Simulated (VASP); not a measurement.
# HgTe in VASP: further runs

Runs on HgTe. Level: PBE. Tasks: relaxation of the atoms, single point.

Program: VASP 6.6.1. These are calculated values, not measurements. Logs are shortened: lines on timing, memory, paths and dates and some standing lists are left out, and cuts for length are marked.

**1. The cell of the first run**

It takes space group Fm-3m (No. 225, cubic). The conventional cell has a = 5.843 Å, b = 5.843 Å, c = 5.843 Å, α = 90.00°, β = 90.00°, γ = 90.00°. Hg (site symmetry m-3m) has 6 Te at 2.92 Å within 3.8 Å. Te (site symmetry m-3m) has 6 Hg at 2.92 Å within 3.8 Å.

**2. Relaxation of the atoms, PBE**

INCAR

```
SYSTEM = HgTe
PREC     = Accurate       ! precision mode
ENCUT    = 520            ! plane-wave cutoff, eV
EDIFF    = 1E-6           ! SCF threshold, eV
ISMEAR   = -1             ! smearing method
SIGMA    = 0.05           ! smearing width, eV
LREAL    = .FALSE.        ! projectors in reciprocal space
LASPH    = .TRUE.         ! aspherical terms in the spheres
NELM     = 80             ! most SCF steps
ALGO     = Normal         ! electronic algorithm
ISIF     = 2              ! what is computed and relaxed
LWAVE    = .FALSE.        ! write WAVECAR
LCHARG   = .FALSE.        ! write CHGCAR
GGA      = PE             ! functional
IBRION   = 2              ! ionic algorithm
NSW      = 80             ! ionic steps
EDIFFG   = -0.02          ! ionic threshold
```

KPOINTS

```
regular mesh
0
G
  14 14 14
  0 0 0
```

POSCAR

```
HgTe
1.0
    0.0000000000      2.9215000000      2.9215000000
    2.9215000000      0.0000000000      2.9215000000
    2.9215000000      2.9215000000      0.0000000000
Hg Te
1 1
Direct
    0.0000000000      0.0000000000      0.0000000000
    0.5000000000      0.5000000000      0.5000000000
```

Potentials or basis: VASP PAW PBE potentials, release 64 (Hg, Te).

Run with:

```sh
$ cat potpaw_PBE.64/Hg/POTCAR potpaw_PBE.64/Te/POTCAR > POTCAR
$ mpirun -np 1 vasp_std > vasp.out
```

OUTCAR:

```text
SYSTEM = HgTe
   PREC = Accurate
   ENCUT = 520
   EDIFF = 1E-6
   ISMEAR = -1
   LREAL = .FALSE.
   LASPH = .TRUE.
   NELM = 80
   ISIF = 2
   GGA = PE
   IBRION = 2
   NSW = 80
   EDIFFG = -0.02

 ion  position               nearest neighbor table
   1  0.000  0.000  0.000-   2 2.92   2 2.92   2 2.92   2 2.92   2 2.92   2 2.92
   2  0.500  0.500  0.500-   1 2.92   1 2.92   1 2.92   1 2.92   1 2.92   1 2.92

  LATTYP: Found a face centered cubic cell.
 ALAT       =     5.8430000000

  Lattice vectors:

 A1 = (   0.0000000000,   2.9215000000,   2.9215000000)
 A2 = (   2.9215000000,   0.0000000000,   2.9215000000)
 A3 = (   2.9215000000,   2.9215000000,   0.0000000000)

Analysis of symmetry for initial positions (statically):
=====================================================================
 Subroutine PRICEL returns:
 Original cell was already a primitive cell.

 Routine SETGRP: Setting up the symmetry group for a
 face centered cubic supercell.

 Subroutine GETGRP returns: Found 48 space group operations
 (whereof 48 operations were pure point group operations)
 out of a pool of 48 trial point group operations.

The static configuration has the point symmetry O_h .

Analysis of symmetry for dynamics (positions and initial velocities):
=====================================================================
 Subroutine PRICEL returns:
 Original cell was already a primitive cell.

 Routine SETGRP: Setting up the symmetry group for a
 face centered cubic supercell.

 Subroutine GETGRP returns: Found 48 space group operations
 (whereof 48 operations were pure point group operations)
 out of a pool of 48 trial point group operations.

The dynamic configuration has the point symmetry O_h .

 Subroutine INISYM returns: Found 48 space group operations
 (whereof 48 operations are pure point group operations),
 and found     1 'primitive' translations

----------------------------------------------------------------------------------------

                                     Primitive cell

  volume of cell :      49.8710

  direct lattice vectors                    reciprocal lattice vectors
     0.000000000  2.921500000  2.921500000    -0.171144960  0.171144960  0.171144960
     2.921500000  0.000000000  2.921500000     0.171144960 -0.171144960  0.171144960
     2.921500000  2.921500000  0.000000000     0.171144960  0.171144960 -0.171144960

  length of vectors
     4.131624922  4.131624922  4.131624922     0.296431766  0.296431766  0.296431766

[... 90 lines left out ...]
   PSTRESS=    0.0 pullay stress
   NELECT =      18.0000    total number of electrons
   NUPDOWN=      -1.0000    fix difference up-down
   EMIN   =  10.00;   EMAX   =-10.00  energy-range for DOS
   EFERMI =   0.00;   METHOD = LEGACY
   ISMEAR =    -1;   SIGMA  =   0.05  broadening in eV -4-tet -1-fermi 0-gaus
   EFERMI_NEDOS =   21; number of points for ismear=-14 and -15
   IALGO  =     38    algorithm
   IMIX   =      4    mixing-type and parameters
     AMIX     =   0.40;   BMIX     =  1.00
     AMIX_MAG =   1.60;   BMIX_MAG =  1.00
  volume/ion in A,a.u.               =      24.94       168.27
  Fermi-wavevector in a.u.,A,eV,Ry     =   1.165601  2.202666 18.485213  1.358625
  Thomas-Fermi vector in A             =   2.302124
   LORBIT       =      0    0 simple, 1 ext, 2 COOP (PROOUT), +10 PAW based schemes
   GGA     = PE    functional components
   LHFCALC =     F    Hartree Fock is set to
   AEXX    =    0.0000 exact exchange contribution
   IVDW    =     0    specifies the selected vdW correction
   LEPSILON=     F    determine dielectric tensor
   LRPA    =     F    only Hartree local field effects (RPA)
 conjugate gradient relaxation of ions
 non-spin polarized calculation
  energy-cutoff  :      520.00
  volume of cell :       49.87
 maximum number of plane-waves:      1363
   NGX = 15   NGY = 15   NGZ = 15

 number of electron      18.0000001 magnetization

 Free energy of the ion-electron system (eV)
  ---------------------------------------------------
  ext. energy  EPLUGINS =         0.00000000
  ---------------------------------------------------
  free energy    TOTEN  =        -3.11637218 eV

  energy without entropy =       -3.10718906  energy(sigma->0) =       -3.11178062

 E-fermi :   5.9679     XC(G=0): -10.5051

 val. band max:        5.9644958666   @ k =   0.2857   0.2857   0.0000
 cond. band min:       5.9699730049   @ k =   0.4286   0.1429   0.0714
 fundamental gap:      0.0054771382
 Fermi energy:         5.9678599237

 k-point     1 :       0.0000    0.0000    0.0000
  band No.  band energies     occupation
      1      -7.0858      2.00000
      2      -1.3106      2.00000
      3      -1.3106      2.00000
      4      -1.2474      2.00000
      5      -1.2474      2.00000
      6      -1.2474      2.00000
      7       5.0416      2.00000
      8       5.0416      2.00000
      9       5.0416      2.00000
     10       5.5917      1.99892
     11      13.6605      0.00000
     12      13.6605      0.00000
     13      13.6605      0.00000
[... 354 lines left out ...]
  band No.  band energies     occupation
      1      -6.3632      2.00000
      2      -1.7158      2.00000
      3      -1.4041      2.00000
      4      -1.3500      2.00000
      5      -1.1476      2.00000
      6      -1.1002      2.00000
      7       1.7790      2.00000
      8       4.6560      2.00000
      9       5.1063      2.00000
     10       8.0523      0.00000
     11      10.5752      0.00000
     12      11.7879      0.00000
     13      12.6002      0.00000

 [... further k-points ...]

------------------------ aborting loop because EDIFF is reached ----------------------------------------

  FORCE on cell =-STRESS in cart. coord.  units (eV):
  Direction    XX          YY          ZZ          XY          YZ          ZX
  --------------------------------------------------------------------------------------
  -------------------------------------------------------------------------------------
  Total        3.3210191      3.3210191      3.3210191     -0.0000000      0.0000000     -0.0000000
  in kB      106.6925976    106.6925976    106.6925976     -0.0000000      0.0000000     -0.0000000
  external PRESSURE =     106.6925976 kB  Pullay stress =       0.0000000 kB

 VOLUME and BASIS-vectors are now :
 -----------------------------------------------------------------------------
  energy-cutoff  :      520.00
  volume of cell :       49.87
      direct lattice vectors                 reciprocal lattice vectors
     0.000000000  2.921500000  2.921500000    -0.171144960  0.171144960  0.171144960
     2.921500000  0.000000000  2.921500000     0.171144960 -0.171144960  0.171144960
     2.921500000  2.921500000  0.000000000     0.171144960  0.171144960 -0.171144960

 POSITION                                       TOTAL-FORCE (eV/Angst)
 -----------------------------------------------------------------------------------
      0.00000      0.00000      0.00000        -0.000000     -0.000000     -0.000000
      2.92150      2.92150      2.92150         0.000000      0.000000      0.000000
 -----------------------------------------------------------------------------------
    total drift:                                0.000000     -0.000000     -0.000000

  FREE ENERGIE OF THE ION-ELECTRON SYSTEM (eV)
  ---------------------------------------------------
  free  energy   TOTEN  =        -3.1163721847 eV

  energy  without entropy=       -3.1071890602  energy(sigma->0) =       -3.11178062

 reached required accuracy - stopping structural energy minimisation
```

CONTCAR:

```text
HgTe
   1.00000000000000
     0.0000000000000000    2.9215000000000000    2.9215000000000000
     2.9215000000000000    0.0000000000000000    2.9215000000000000
     2.9215000000000000    2.9215000000000000    0.0000000000000000
  Hg              Te
     1     1
Direct
     0.0000000000000000    0.0000000000000000    0.0000000000000000
     0.5000000000000000    0.5000000000000000    0.5000000000000000

  0.00000000E+00  0.00000000E+00  0.00000000E+00
  0.00000000E+00  0.00000000E+00  0.00000000E+00
```

Wall time 52 s (1 thread of Intel Xeon 8259CL, shared host); peak memory 0.23 GiB.

What came out:

```yaml
Free_energy: -3.1164 eV
Pressure_after_relaxing: 10.7 GPa
Band_gap_on_the_k_mesh: zero (bands 9 and 10 overlap by 3.24 eV)
```

Final structure:
```xyz
2
Lattice="0.0000 2.9215 2.9215 2.9215 0.0000 2.9215 2.9215 2.9215 0.0000" Properties=species:S:1:pos:R:3 pbc="T T T"
Hg    0.0000    0.0000    0.0000
Te    2.9215    2.9215    2.9215
```

Caveat: the relaxation stopped at its first step, so nothing moved; spin-orbit coupling is left out, which moves the levels of the heavy elements.

**3. Single point, PBE (z stretched by -1 %, then relaxed in part)**

INCAR

```
ALGO     = Normal         # electronic algorithm
EDIFF    = 1E-6           # SCF threshold, eV
ENCUT    = 520            # plane-wave cutoff, eV
GGA      = PE             # functional
ISIF     = 2              # what is computed and relaxed
ISMEAR   = -1             # smearing method
LASPH    = True           # aspherical terms in the spheres
LCHARG   = False          # write CHGCAR
LREAL    = False          # projectors in reciprocal space
LWAVE    = False          # write WAVECAR
NBANDS   = 16             # bands
NELM     = 60             # most SCF steps
PREC     = Accurate       # precision mode
SIGMA    = 0.05           # smearing width, eV
```

KPOINTS

```
k-points
0
Gamma
  14 14 14
```

POSCAR

```
HgTe
1.0
    0.0000000000      2.9215000000      2.8922850000
    2.9215000000      0.0000000000      2.8922850000
    2.9215000000      2.9215000000      0.0000000000
Hg Te
1 1
Direct
    0.0000000000      0.0000000000      0.0000000000
    0.5000000000      0.5000000000      0.5000000000
```

Potentials or basis: VASP PAW PBE potentials, release 64 (Hg, Te).

Run with:

```sh
$ cat potpaw_PBE.64/Hg/POTCAR potpaw_PBE.64/Te/POTCAR > POTCAR
$ mpirun -np 1 vasp_std > vasp.out
```

Wall time 58 s (1 thread of Intel Xeon Platinum 8559C (Emerald Rapids), shared host); peak memory 0.33 GiB.

The run converged. Its results:

```yaml
Free_energy: -3.0801 eV
Pressure: 11.7 GPa
Band_gap_on_the_k_mesh: zero (bands 9 and 10 overlap by 3.37 eV)
```

Stress tensor (GPa, compression positive):
```
11.28  0.00  0.00
 0.00 11.28  0.00
 0.00  0.00 12.57
```

Levels at points of the mesh, in eV from the Fermi level:
| k point | band 5 | band 6 | band 7 | band 8 | band 9 | band 10 | band 11 | band 12 | band 13 | band 14 |
| --- | --- | --- | --- | --- | --- | --- | --- | --- | --- | --- |
| (0.00, 0.00, 0.00) | -7.28 | -7.25 | -1.00 | -0.92 | -0.92 | -0.32 | 7.69 | 7.69 | 7.72 | 7.83 |
| (0.50, 0.00, 0.00) | -7.02 | -7.02 | -6.14 | 0.38 | 0.45 | 2.43 | 3.67 | 3.76 | 4.39 | 10.88 |
| (0.50, 0.50, 0.00) | -6.92 | -6.02 | -5.29 | -3.02 | -2.92 | -2.92 | 4.57 | 9.90 | 9.90 | 10.62 |
| (0.50, 0.00, 0.50) | -6.91 | -6.05 | -5.28 | -2.94 | -2.93 | -2.82 | 4.63 | 9.79 | 10.10 | 10.58 |

Caveat: the cell differs from its parent crystal (z stretched by -1 %, then relaxed in part); the cell stands under pressure; spin-orbit coupling is left out, which moves the levels of the heavy elements.

**4. Single point, PBE (z stretched by +1 %, then relaxed in part)**

INCAR

```
PREC = Accurate
ENCUT = 520
EDIFF = 1E-6
ISMEAR = -1
SIGMA = 0.05
LREAL = False
LASPH = True
NELM = 100
ALGO = Normal
ISIF = 2
LWAVE = False
LCHARG = False
GGA = PE
NBANDS = 16
```

KPOINTS

```
regular mesh
0
Gamma
  14 14 14
```

POSCAR

```
HgTe
1.0
    0.0000000000      2.9215000000      2.9507150000
    2.9215000000      0.0000000000      2.9507150000
    2.9215000000      2.9215000000      0.0000000000
Hg Te
1 1
Direct
    0.0000000000      0.0000000000      0.0000000000
    0.5000000000      0.5000000000      0.5000000000
```

Run with:

```sh
$ cat potpaw_PBE.64/Hg/POTCAR potpaw_PBE.64/Te/POTCAR > POTCAR
$ mpirun -np 1 vasp_std > vasp.out
```

It took 58 s on 1 thread of Intel Xeon Platinum 8559C (Emerald Rapids), shared host; peak memory 0.33 GiB.

It converged, with:

```
Free energy            : -3.1471 eV
Pressure               : 9.7 GPa
Band gap on the k mesh : zero (bands 9 and 10 overlap by 3.19 eV)
```

Stress tensor (GPa, compression positive):
```
10.09  0.00  0.00
 0.00 10.09  0.00
 0.00  0.00  9.02
```

Levels at points of the mesh, in eV from the Fermi level:
```csv
k point,band 5,band 6,band 7,band 8,band 9,band 10,band 11,band 12,band 13,band 14
"(0.00, 0.00, 0.00)",-7.16,-7.16,-0.93,-0.93,-0.86,-0.43,7.67,7.70,7.70,7.85
"(0.50, 0.00, 0.00)",-6.94,-6.93,-6.04,0.35,0.43,2.47,3.71,3.80,4.29,10.80
"(0.50, 0.50, 0.00)",-6.83,-6.02,-5.12,-2.88,-2.76,-2.76,4.69,9.85,9.85,10.44
"(0.50, 0.00, 0.50)",-6.83,-5.99,-5.13,-2.96,-2.86,-2.75,4.63,9.65,9.96,10.48
```

Caveat: the cell differs from its parent crystal (z stretched by +1 %, then relaxed in part); the cell stands under pressure; spin-orbit coupling is left out, which moves the levels of the heavy elements.

**5. Single point, PBE (z stretched by +2 %, then relaxed in part)**

INCAR

```
  PREC = Accurate
  ENCUT = 520
  EDIFF = 1E-6
  ISMEAR = -1
  SIGMA = 0.05
  LREAL = F
  LASPH = T
  NELM = 80
  ALGO = Normal
  ISIF = 2
  LWAVE = F
  LCHARG = F
  GGA = PE
  NBANDS = 16
```

KPOINTS

```
Automatic mesh
0
Gamma
  14 14 14
```

POSCAR

```
HgTe
1.0
    0.0000000000      2.9215000000      2.9799300000
    2.9215000000      0.0000000000      2.9799300000
    2.9215000000      2.9215000000      0.0000000000
Hg Te
1 1
Direct
    0.0000000000      0.0000000000      0.0000000000
    0.5000000000      0.5000000000      0.5000000000
```

Run with:

```sh
$ cat potpaw_PBE.64/Hg/POTCAR potpaw_PBE.64/Te/POTCAR > POTCAR
$ mpirun -np 1 vasp_std > vasp.out
```

It took 59 s on 1 thread of Intel Xeon Platinum 8559C (Emerald Rapids), shared host; peak memory 0.34 GiB.

The run converged. Its results:

```
Free energy            : -3.1730 eV
Pressure               : 8.9 GPa
Band gap on the k mesh : zero (bands 9 and 10 overlap by 3.15 eV)
```

Stress tensor (GPa, compression positive):
```
9.52 0.00 0.00
0.00 9.52 0.00
0.00 0.00 7.56
```

Levels at points of the mesh, in eV from the Fermi level:
| k point | band 7 | band 8 | band 9 | band 10 | band 11 | band 12 |
| --- | --- | --- | --- | --- | --- | --- |
| (0.00, 0.00, 0.00) | -0.94 | -0.94 | -0.79 | -0.47 | 7.64 | 7.66 |
| (0.50, 0.00, 0.00) | -6.00 | 0.30 | 0.46 | 2.48 | 3.70 | 3.86 |
| (0.50, 0.50, 0.00) | -5.03 | -2.81 | -2.69 | -2.69 | 4.74 | 9.82 |
| (0.50, 0.00, 0.50) | -5.05 | -2.97 | -2.87 | -2.66 | 4.63 | 9.44 |

Caveat: the cell differs from its parent crystal (z stretched by +2 %, then relaxed in part); the cell stands under pressure; spin-orbit coupling is left out, which moves the levels of the heavy elements.

[end of part 1 of 2]
